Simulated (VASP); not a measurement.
Set up this calculation in VASP 6.6.1, as the native input.

| Property | Result |
| --- | --- |
| Task | single point |
| Functional | LDA |
| Potentials or basis | VASP PAW LDA potentials, release 64 (Re) |
| Cutoff | 520 eV |
| k mesh | 9 × 9 × 5 |
| Occupations | fermi-dirac, width 0.1 eV |
| Spin | no spin polarisation |
| Dipole correction | no |
| Further INCAR settings | ALGO = Normal; EDIFF = 1e-06; NBANDS = 14 |

The structure of Re lies in POSCAR:

```
Re
1.0
    2.6371526557      0.0000000000      0.0000000000
   -1.3185763279      2.2838411935      0.0000000000
    0.0000000000      0.0000000000      4.2431156638
Re
2
Direct
    0.3333333333      0.6666666667      0.2500000000
    0.6666666667      0.3333333333      0.7500000000
```

These files were run (other wordings do the same):

INCAR

```
SYSTEM = Re
  PREC = Accurate
  ENCUT = 520
  EDIFF = 1E-6
  ISMEAR = -1
  SIGMA = 0.1
  LREAL = .False.
  LASPH = .True.
  NELM = 60
  ALGO = Normal
  ISIF = 2
  LWAVE = .False.
  LCHARG = .False.
  GGA = CA
  NBANDS = 14
```

KPOINTS

```
Automatic mesh
0
Gamma
  9 9 5
  0 0 0
```

Potentials or basis: VASP PAW LDA potentials, release 64 (Re).

The run is started by

```bash
$ cat potpaw_LDA.64/Re/POTCAR > POTCAR
$ mpirun -np 1 vasp_std > vasp.out
```

Results of the run:

* Pressure: 63.9 GPa
* Band gap on the k mesh: zero (band 7 reaches 11.22 eV, above the bottom of band 8 at 7.78 eV)

Caveat: spin-orbit coupling is left out, which moves the levels of the heavy elements.

Run time: 11 s on 1 thread of Intel(R) Xeon(R) Platinum 8488C (Sapphire Rapids), on a shared host, peak memory 0.13 GiB.
